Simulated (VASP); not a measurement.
A run of VASP 6.6.1 is set up as follows.

INCAR

```
  ALGO = Normal
  EDIFF = 1E-7
  ENCUT = 520
  GGA = RE
  ISIF = 2
  ISMEAR = -1
  LASPH = T
  LCHARG = F
  LREAL = F
  LWAVE = F
  NBANDS = 13
  NELM = 80
  PREC = Accurate
  SIGMA = 0.1
```

The input KPOINTS:

```
k-points
0
Gamma
  10 10 10
```

Contents of POSCAR:

```
Se
1.0
    0.0000000000      3.3193771740      3.3193771740
    3.3193771740      0.0000000000      3.3193771740
    3.3193771740      3.3193771740      0.0000000000
Se
2
Direct
    0.1250000000      0.1250000000      0.1250000000
    0.8750000000      0.8750000000      0.8750000000
```

Potentials or basis: VASP PAW PBE potentials, release 64 (Se).

Command:

```sh
$ cat potpaw_PBE.64/Se/POTCAR > POTCAR
$ mpirun -np 1 vasp_std > vasp.out
```

(1) Predict the band gap on the k mesh.

(2) Predict the pressure.

## Answers

(1) zero (band 6 reaches 1.26 eV, above the bottom of band 7 at 0.37 eV).

(2) -3.2 GPa.

Caveat: the PAW data sets were made with another functional, which shifts forces and pressure a little.
